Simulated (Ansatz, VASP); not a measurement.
**Two plane-wave programs on Mg3NbO2**

```
Mg Nb O
1.0
     6.40270    0.00000    0.00000
    -3.20135    5.54490    0.00000
     0.00000    0.00000    3.98631
Mg Nb O
3 1 2
Cartesian
  1.8138 2.6494 1.9932
  3.2013 0.2461 1.9932
  4.5889 2.6494 1.9932
  0.0000 3.6966 0.0000
  0.0000 3.6966 1.9932
  0.0000 0.0000 0.0000
```

Alike in both runs: task relaxation of cell and atoms; functional PBE; k mesh 6 × 6 × 10; occupations gaussian, width 0.1 eV; no spin polarisation.

```csv
,VASP,Ansatz
version,VASP 6.6.1,Ansatz 0.2.0
potentials or method,"VASP PAW PBE potentials, release 64 (Mg, Nb_sv, O), cutoff 600 eV","scalar-relativistic, plane waves, PAW"
valence electrons in the cell,31,55
```

|  | VASP | Ansatz | Ansatz less VASP |
| --- | --- | --- | --- |
| gap on the k mesh at the Fermi level, each at its own relaxed structure (eV) | none | none | - |
| relaxed volume (Å³/atom) | 23.41 | 23.51 | +0.104 |
| relaxed cell length with the largest relative difference (Å) | 6.346 | 6.359 | +0.0126 |

A gap of «none» marks a metal or a gap that the smearing closes. VASP's potentials hold 31 valence electrons a cell and Ansatz's 55, so a difference there can come from the potentials and not from the codes.
